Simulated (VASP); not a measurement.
SiC (Moissanite): single point with LDA

Crystal: SiC (Moissanite).

```
CELL_PARAMETERS angstrom
3.03443 0.00000 0.00000
-1.51721 2.62789 0.00000
0.00000 0.00000 4.97978
ATOMIC_POSITIONS crystal
Si 0.66667 0.33333 0.50000
Si 0.33333 0.66667 0.00000
C 0.66667 0.33333 0.88500
C 0.33333 0.66667 0.38500
```

```
Program             : VASP 6.6.1
Task                : single point
Functional          : LDA
Potentials or basis : VASP PAW LDA potentials, release 64 (Si, C)
Cutoff              : 520 eV
k mesh              : 10 × 10 × 5
Occupations         : fermi-dirac, width 0.05 eV
Spin                : no spin polarisation
```

The pressure is 5.9 GPa. The largest force is 0.800 eV/Å. The band gap on the k mesh is 2.29 eV, indirect (least direct gap 4.06 eV).

Forces on the atoms (eV/Å):
```
Si   0.000  0.000  0.800
Si   0.000  0.000  0.800
C    0.000  0.000 -0.800
C    0.000  0.000 -0.800
```

Stress tensor (GPa, compression positive):
```
7.93 0.00 0.00
0.00 7.93 0.00
0.00 0.00 1.93
```

Levels at points of the mesh, in eV from the valence-band top:
```tsv
k point	band 4	band 5	band 6	band 7	band 8	band 9	band 10	band 11	band 12	band 13
(0.00, 0.00, 0.00)	-1.57	-1.57	-0.27	-0.27	0.00	4.95	6.45	6.64	6.64	7.84
(0.50, 0.00, 0.00)	-6.62	-5.59	-3.62	-3.41	-1.49	2.57	4.17	6.99	7.27	9.97
```

Wall time 9 s on 1 thread of Intel(R) Xeon(R) 6975P-C (Granite Rapids) (shared host), peak memory 0.14 GiB.

A k mesh can miss the band edges.
